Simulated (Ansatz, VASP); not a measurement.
**Two plane-wave programs on W**

The input INCAR:

```
SYSTEM = W
PREC = Accurate
ENCUT = 520
EDIFF = 1E-7
ISMEAR = 0
SIGMA = 0.15
LREAL = .False.
LASPH = .True.
NELM = 80
ALGO = Fast
ISIF = 2
LWAVE = .False.
LCHARG = .False.
GGA = PS
NBANDS = 13
```

Contents of KPOINTS:

```
Automatic mesh
0
Gamma
  26 26 26
  0 0 0
```

Contents of POSCAR:

```
W
1.0
   -1.5771801398      1.4983211328      1.5771801398
    1.5771801398     -1.4983211328      1.5771801398
    1.5771801398      1.4983211328     -1.5771801398
W
1
Direct
    0.0000000000      0.0000000000      0.0000000000
```

Input for Ansatz:

```yaml
crystal:
  lattice:
    - [-1.5771801398, 1.4983211328, 1.5771801398]
    - [1.5771801398, -1.4983211328, 1.5771801398]
    - [1.5771801398, 1.4983211328, -1.5771801398]
  atoms:
    - { symbol: W, position: [0.0, 0.0, 0.0] }
basis:
  ecutwfc: 420
kpoints:
  mp_grid: { grid: [26, 26, 26] }
hamiltonian:
  xc: pbesol
scf:
  occupations: { method: gaussian, width: 0.15 }
output:
  forces: true
  stress: true
  eigenvalues: true
```

Change from the starting cell: strain -0.0500 x Voigt [0, 1, 0, 0, 0, 0], atoms carried along.

Alike in both runs: task single point; functional PBEsol; k mesh 26 × 26 × 26; occupations gaussian, width 0.15 eV; no spin polarisation.

```csv
,VASP,Ansatz
version,VASP 6.6.1,Ansatz 0.2.0
potentials or method,"VASP PAW PBE potentials, release 64 (W_sv), cutoff 520 eV","scalar-relativistic, plane waves, PAW"
valence electrons in the cell,14,14
```

|  | VASP | Ansatz | Ansatz less VASP |
| --- | --- | --- | --- |
| gap on the k mesh at the Fermi level (eV) | none | none | - |
| pressure (GPa) | 19.8 | 18.9 | -0.96 |
| traceless stress, the component that is largest in VASP (GPa) | 13.32 | 13.30 | -0.015 |

VASP's potentials were made for PBE, not for PBEsol. A gap of «none» marks a metal or a gap that the smearing closes.

Spin-orbit coupling is off throughout.
